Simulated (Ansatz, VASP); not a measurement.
Si: VASP beside Ansatz

```
Si
1.0
     0.02173    2.71130    2.68956
     2.71130    0.02173    2.68956
     2.73303    2.73303    0.00000
Si
2
Direct
  0.00000 0.00000 0.00000
  0.25000 0.25000 0.25000
```

Change from the starting cell: strained cell.

Alike in both runs: task relaxation of the atoms; functional PBEsol; k mesh 10 × 10 × 10; occupations gaussian, width 0.02 eV; no spin polarisation.

|  | VASP | Ansatz |
| --- | --- | --- |
| version | VASP 6.6.1 | Ansatz 0.2.0 |
| potentials or method | VASP PAW PBE potentials, release 64 (Si), cutoff 450 eV | scalar-relativistic, plane waves, PAW |
| valence electrons in the cell | 8 | 8 |

```tsv
	VASP	Ansatz	Ansatz less VASP
gap on the k mesh at the Fermi level, each at its own relaxed structure (eV)	0.32	0.33	+0.007
```

VASP's potentials were made for PBE, not for PBEsol, and Ansatz warns of the same on its side. Ansatz's warnings: stress scf threshold loose.
